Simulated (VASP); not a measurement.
Here is a VASP 6.6.1 calculation.

Contents of INCAR:

```
SYSTEM = BaS
  ALGO = Normal
  EDIFF = 1E-6
  ENCUT = 520
  GGA = PS
  GGA_COMPAT = .False.
  ISIF = 2
  ISMEAR = 0
  LASPH = .True.
  LCHARG = .True.
  LORBIT = 11
  LORBMOM = .True.
  LREAL = .False.
  LSORBIT = .True.
  LVHAR = .True.
  LWAVE = .False.
  MAGMOM = 0 0 0 0 0 0
  NBANDS = 28
  NELM = 150
  PREC = Accurate
  SIGMA = 0.01
```

File KPOINTS:

```
k-points
0
Gamma
  8 8 8
  0 0 0
```

Contents of POSCAR:

```
BaS
1.0
    0.0000000000      3.1662966003      3.1821280833
    3.1662966003      0.0000000000      3.1821280833
    3.1662966003      3.1662966003      0.0000000000
Ba S
1 1
Direct
    0.0000000000      0.0000000000      0.0000000000
    0.5000000000      0.5000000000      0.5000000000
```

Potentials or basis: VASP PAW PBE potentials, release 64 (Ba_sv, S).

Run with:

```sh
$ cat potpaw_PBE.64/Ba_sv/POTCAR potpaw_PBE.64/S/POTCAR > POTCAR
$ mpirun -np 1 vasp_ncl > vasp.out
```

Question: Predict the net moment.

Answer: 0.00 μB per cell.

Question: Predict the pressure.

Answer: 0.4 GPa.

Stress tensor (GPa, compression positive):
```
0.56 0.00 0.00
0.00 0.56 0.00
0.00 0.00 0.11
```

Caveat: the cell differs from its parent crystal (z stretched by +0.5 %, x and y held); the PAW data sets were made with another functional, which shifts forces and pressure a little.
